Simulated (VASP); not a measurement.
# Al in VASP: further runs, part 3 of 3

VASP 6.6.1. The steps go on from the part before.

## Step 5: Single point, PBE+D3(BJ)

INCAR reads:

```
SYSTEM = Al
PREC = Accurate ; ENCUT = 400
EDIFF = 1E-6 ; ISMEAR = -1
SIGMA = 0.05 ; LREAL = .False.
LASPH = .True. ; NELM = 120
ALGO = Normal ; ISIF = 2
LWAVE = .False. ; LCHARG = .False.
GGA = PE ; IVDW = 12
NBANDS = 42 ; GGA_COMPAT = .False.
NELMDL = -8
```

KPOINTS reads:

```
regular mesh
0
Gamma
  1 2 1
  0 0 0
```

POSCAR reads:

```
Al
1.0
   12.1500000000      0.0000000000      0.0000000000
    0.0000000000      5.7275650000      0.0000000000
    0.0000000000      0.0000000000     15.8637820000
Al
18
Direct
    0.0000000000      0.0000000000      0.0630366706
    0.3333333333      0.0000000000      0.0630366706
    0.6666666667      0.0000000000      0.0630366706
    0.0000000000      0.5000030554      0.0630366706
    0.3333333333      0.5000030554      0.0630366706
    0.6666666667      0.5000030554      0.0630366706
    0.1676543210      0.2263440048      0.1179290033
    0.5025432099      0.2436986747      0.1155588245
    0.8419917695      0.2299231873      0.1842814028
    0.1603209877      0.7456746453      0.1119531269
    0.4990699588      0.7556265184      0.1494725533
    0.7772427984      0.7413447076      0.2154089107
    0.0136707819     -0.0748834802      0.2466750993
    0.2502139918     -0.1260919780      0.2610978895
    0.6449711934      0.0661537669      0.2688450963
    0.0027078189      0.4594273483      0.2574543700
    0.3510452675      0.4326445881      0.2589420354
    0.5869053498      0.5427961097      0.2831607242
```

Potentials or basis: VASP PAW PBE potentials, release 64 (Al).

On the command line:

```console
cat potpaw_PBE.64/Al/POTCAR > POTCAR
mpirun -np 1 vasp_std > vasp.out
```

OUTCAR:

```text
SYSTEM = Al
   PREC = Accurate
   ENCUT = 400
   EDIFF = 1E-6
   ISMEAR = -1
   LREAL = .False.
   LASPH = .True.
   NELM = 120
   ISIF = 2
   GGA = PE
   IVDW = 12
   NELMDL = -8
 IVDW          = 12

 ion  position               nearest neighbor table
   1  0.000  0.000  0.063-  10 2.55   7 2.57   4 2.86   4 2.86  13 2.95   9 3.02
   2  0.333  0.000  0.063-   7 2.55   8 2.62  10 2.67  11 2.81   5 2.86   5 2.86
   3  0.667  0.000  0.063-   8 2.57  11 2.83   6 2.86   6 2.86  12 3.14   9 3.16  15 3.30
   4  0.000  0.500  0.063-  10 2.53   7 2.71   1 2.86   1 2.86  16 3.09   9 3.13
   5  0.333  0.500  0.063-  10 2.65   8 2.66   7 2.70  11 2.84   2 2.86   2 2.86  17 3.14
   6  0.667  0.500  0.063-   8 2.61  11 2.86   3 2.86   3 2.86  12 3.09   9 3.26
   7  0.168  0.226  0.118-   2 2.55   1 2.57   5 2.70   4 2.71  10 2.76  10 2.98  14 3.20  13 3.26
                            16 3.27
   8  0.503  0.244  0.116-   3 2.57   6 2.61   2 2.62   5 2.66  11 2.85  11 2.98  17 3.12  15 3.15
                            18 3.32
   9  0.842  0.230  0.184-  16 2.62  13 2.89  15 2.90  12 2.95   1 3.02  12 3.07   4 3.13   3 3.16
                             6 3.26
  10  0.160  0.746  0.112-   4 2.53   1 2.55   5 2.65   2 2.67  14 2.71   7 2.76  13 2.97   7 2.98

  11  0.499  0.756  0.149-  18 2.67   2 2.81   3 2.83   5 2.84   8 2.85   6 2.86   8 2.98  17 3.11
                            15 3.15
  12  0.777  0.741  0.215-  15 2.60  18 2.79   9 2.95   9 3.07   6 3.09  13 3.10   3 3.14  16 3.25

  13  0.014  0.925  0.247-  16 2.68   9 2.89  14 2.90   1 2.95  10 2.97  16 3.07  12 3.10   7 3.26

  14  0.250  0.874  0.261-  10 2.71  17 2.81  13 2.90   7 3.20
  15  0.645  0.066  0.269-  12 2.60  18 2.83   9 2.90  18 3.09  11 3.15   8 3.15   3 3.30
  16  0.003  0.459  0.257-   9 2.62  13 2.68  13 3.07   4 3.09  12 3.25   7 3.27
  17  0.351  0.433  0.259-  14 2.81  18 2.96  11 3.11   8 3.12   5 3.14
  18  0.587  0.543  0.283-  11 2.67  12 2.79  15 2.83  17 2.96  15 3.09   8 3.32

  LATTYP: Found a simple orthorhombic cell.
 ALAT       =     5.7275650000
 B/A-ratio  =     2.1213203167
 C/A-ratio  =     2.7697253545

  Lattice vectors:

 A1 = (   0.0000000000,  -5.7275650000,   0.0000000000)
 A2 = (  12.1500000000,   0.0000000000,   0.0000000000)
 A3 = (   0.0000000000,   0.0000000000,  15.8637820000)

Analysis of symmetry for initial positions (statically):
=====================================================================
 Subroutine PRICEL returns:
 Original cell was already a primitive cell.

 Routine SETGRP: Setting up the symmetry group for a
 simple orthorhombic supercell.

 Subroutine GETGRP returns: Found  1 space group operations
 (whereof  1 operations were pure point group operations)
 out of a pool of  8 trial point group operations.

The static configuration has the point symmetry C_1 .

Analysis of symmetry for dynamics (positions and initial velocities):
=====================================================================
 Subroutine PRICEL returns:
 Original cell was already a primitive cell.

 Routine SETGRP: Setting up the symmetry group for a
 simple orthorhombic supercell.

 Subroutine GETGRP returns: Found  1 space group operations
 (whereof  1 operations were pure point group operations)
 out of a pool of  8 trial point group operations.

The dynamic configuration has the point symmetry C_1 .

 Subroutine INISYM returns: Found  1 space group operations
 (whereof  1 operations are pure point group operations),
 and found     1 'primitive' translations

----------------------------------------------------------------------------------------

[... 92 lines left out ...]
   PREC   = accura    normal or accurate (medium, high low for compatibility)
   ISTART =      0    job   : 0-new  1-cont  2-samecut
   ICHARG =      2    charge: 1-file 2-atom 10-const
   ISPIN  =      1    spin polarized calculation?
   LNONCOLLINEAR =      F non collinear calculations
   LSORBIT =      F    spin-orbit coupling
   LASPH  =      T    aspherical Exc in radial PAW
   ENCUT  =  400.0 eV  29.40 Ry    5.42 a.u.  19.81  9.34 25.87*2*pi/ulx,y,z
   NELM   =    120;   NELMIN=  2; NELMDL= -8     # of ELM steps
   EDIFF  = 0.1E-05   stopping-criterion for ELM
   LREAL  =      F    real-space projection
   EDIFFG = 0.1E-04   stopping-criterion for IOM
   NSW    =      0    number of steps for IOM
   IBRION =     -1    ionic relax: 0-MD 1-quasi-New 2-CG
   NFREE  =      0    steps in history (QN), initial steepest desc. (CG)
   ISIF   =      2    stress and relaxation
   ISYM   =      2    0-nonsym 1-usesym 2-fastsym
   POTIM  = 0.5000    time-step for ionic-motion
   TEBEG  =    0.0;   TEEND  =   0.0 temperature during run
   PSTRESS=    0.0 pullay stress
   NELECT =      54.0000    total number of electrons
   NUPDOWN=      -1.0000    fix difference up-down
   EMIN   =  10.00;   EMAX   =-10.00  energy-range for DOS
   EFERMI =   0.00;   METHOD = LEGACY
   ISMEAR =    -1;   SIGMA  =   0.05  broadening in eV -4-tet -1-fermi 0-gaus
   EFERMI_NEDOS =   21; number of points for ismear=-14 and -15
   IALGO  =     38    algorithm
   IMIX   =      4    mixing-type and parameters
     AMIX     =   0.40;   BMIX     =  1.00
     AMIX_MAG =   1.60;   BMIX_MAG =  1.00
  volume/ion in A,a.u.               =      61.33       413.88
  Fermi-wavevector in a.u.,A,eV,Ry     =   0.598717  1.131411  4.877176  0.358462
  Thomas-Fermi vector in A             =   1.649927
   LORBIT       =      0    0 simple, 1 ext, 2 COOP (PROOUT), +10 PAW based schemes
   GGA     = PE    functional components
   LHFCALC =     F    Hartree Fock is set to
   AEXX    =    0.0000 exact exchange contribution
   IVDW    =    12    specifies the selected vdW correction
   LEPSILON=     F    determine dielectric tensor
   LRPA    =     F    only Hartree local field effects (RPA)
 non-spin polarized calculation
  energy-cutoff  :      400.00
  volume of cell :     1103.96
 maximum number of plane-waves:     20071
 NGX is ok and might be reduce to    80
   NGX = 39   NGY = 19   NGZ = 51

 number of electron      54.0000000 magnetization

 Free energy of the ion-electron system (eV)
  ---------------------------------------------------
  ext. energy  EPLUGINS =         0.00000000
  ---------------------------------------------------
  free energy    TOTEN  =       -56.37053840 eV

  energy without entropy =      -56.28668384  energy(sigma->0) =      -56.32861112

 E-fermi :  -0.8590     XC(G=0):  -4.1638

 val. band max:       -0.8850902128   @ k =   0.0000   0.5000   0.0000
 cond. band min:      -0.8145418952   @ k =   0.0000   0.0000   0.0000
 fundamental gap:      0.0705483176
 Fermi energy:        -0.8589726021

 k-point     1 :       0.0000    0.0000    0.0000
  band No.  band energies     occupation
      1     -10.1088      2.00000
      2      -9.3224      2.00000
      3      -8.7009      2.00000
      4      -7.1807      2.00000
      5      -6.7033      2.00000
      6      -6.4828      2.00000
[... 31 lines left out ...]
     38       1.1528      0.00000
     39       1.2733      0.00000

 k-point     2 :       0.0000    0.5000    0.0000
  band No.  band energies     occupation
      1      -9.1584      2.00000
      2      -8.8841      2.00000
      3      -8.3575      2.00000
      4      -8.0927      2.00000
      5      -7.6814      2.00000
      6      -7.4462      2.00000
[... 31 lines left out ...]
     38       1.2333      0.00000
     39       1.4883      0.00000
 [bands above 39 left out]

------------------------ aborting loop because EDIFF is reached ----------------------------------------

 Edisp (eV)   -2.87726

 E8    (eV) :    -1.3588

  FORCE on cell =-STRESS in cart. coord.  units (eV):
  Direction    XX          YY          ZZ          XY          YZ          ZX
  --------------------------------------------------------------------------------------
  -------------------------------------------------------------------------------------
  Total      -7.33456   -28.23398    -0.50615    -0.49159     1.30979    -0.47026
  in kB     -10.64466   -40.97600    -0.73458    -0.71345     1.90089    -0.68249
  external pressure =      -17.45 kB  Pullay stress =        0.00 kB

 VOLUME and BASIS-vectors are now :
 -----------------------------------------------------------------------------
  energy-cutoff  :      400.00
  volume of cell :     1103.96
      direct lattice vectors                 reciprocal lattice vectors
    12.150000000  0.000000000  0.000000000     0.082304527  0.000000000  0.000000000
     0.000000000  5.727565000  0.000000000     0.000000000  0.174594265  0.000000000
     0.000000000  0.000000000 15.863782000     0.000000000  0.000000000  0.063036671

 POSITION                                       TOTAL-FORCE (eV/Angst)
 -----------------------------------------------------------------------------------
      0.00000      0.00000      1.00000        -1.469083      0.035412     -0.461031
      4.05000      0.00000      1.00000         0.629760     -0.604519     -0.495115
      8.10000      0.00000      1.00000         0.915235     -0.404908      0.041182
      0.00000      2.86380      1.00000        -1.019937     -0.403139     -0.358272
      4.05000      2.86380      1.00000         0.234824      0.193367     -0.400052
      8.10000      2.86380      1.00000         0.842548      0.354071      0.043129
[... 10 lines left out ...]
      4.26520      2.47800      4.10780        -0.240325     -0.132309     -0.153284
      7.13090      3.10890      4.49200         0.264146     -0.325380     -0.357558
 -----------------------------------------------------------------------------------
    total drift:                               -0.000032      0.000003      0.000061

  FREE ENERGIE OF THE ION-ELECTRON SYSTEM (eV)
  ---------------------------------------------------
  free  energy   TOTEN  =       -59.2478001830 eV

  energy  without entropy=      -59.1639456261  energy(sigma->0) =      -59.20587290
```

Wall time 4 min (1 thread of Intel Xeon 8259CL, shared host); peak memory 0.67 GiB.

What came out:

```yaml
Free_energy: -59.2478 eV
Largest_force: 1.540 eV/Å
Band_gap_on_the_k_mesh: zero (bands 27 and 28 overlap by 0.62 eV)
Dispersion_energy_per_atom: -0.160 eV
```

Forces on the atoms (eV/Å):
```
Al  -1.469  0.035 -0.461
Al   0.630 -0.605 -0.495
Al   0.915 -0.405  0.041
Al  -1.020 -0.403 -0.358
Al   0.235  0.193 -0.400
Al   0.843  0.354  0.043
Al  -0.062  0.757  0.947
Al  -0.343  0.215  0.755
Al  -0.572 -0.131  0.225
Al   0.581 -0.375  0.468
Al  -0.150  0.197  0.028
Al   0.863 -0.567  0.086
Al  -0.086  0.636 -0.042
Al  -0.103  0.419  0.068
Al  -0.460  0.407 -0.322
Al   0.174 -0.271 -0.072
Al  -0.240 -0.132 -0.153
Al   0.264 -0.325 -0.358
```

Levels at points of the mesh, in eV from the Fermi level:
| k point | band 23 | band 24 | band 25 | band 26 | band 27 | band 28 | band 29 | band 30 | band 31 | band 32 |
| --- | --- | --- | --- | --- | --- | --- | --- | --- | --- | --- |
| (0.00, 0.00, 0.00) | -1.25 | -0.98 | -0.86 | -0.71 | -0.57 | -0.42 | 0.04 | 0.13 | 0.58 | 0.69 |
| (0.00, 0.50, 0.00) | -0.76 | -0.49 | -0.24 | -0.03 | 0.20 | 0.29 | 0.55 | 0.70 | 1.15 | 1.26 |

Caveat: the k points lie up to 0.55 Å⁻¹ apart, too coarse for converged energies and pressures of a metal; the atoms stand as in a frame of molecular dynamics.

## Step 6: Summary

```csv
cell,gap on the mesh (eV),largest force (eV/Å)
"as given, atomic positions A",none,2.05
"as given, atomic positions B",none,1.85
"as given, atomic positions C",none,1.63
"as given, atomic positions D",none,1.54
```

Alike in all rows: task single point; level PBE+D3(BJ); potentials or basis VASP PAW PBE potentials, release 64 (Al); no spin polarisation; k mesh 1 × 2 × 1; cutoff (eV) 400; smearing fermi-dirac 0.05 eV.

Caveats: all runs use coarse meshes; the atoms stand as in a frame of molecular dynamics (at least some runs).

Total energies depend on the potentials used, so only differences within one code and one set of settings carry meaning.
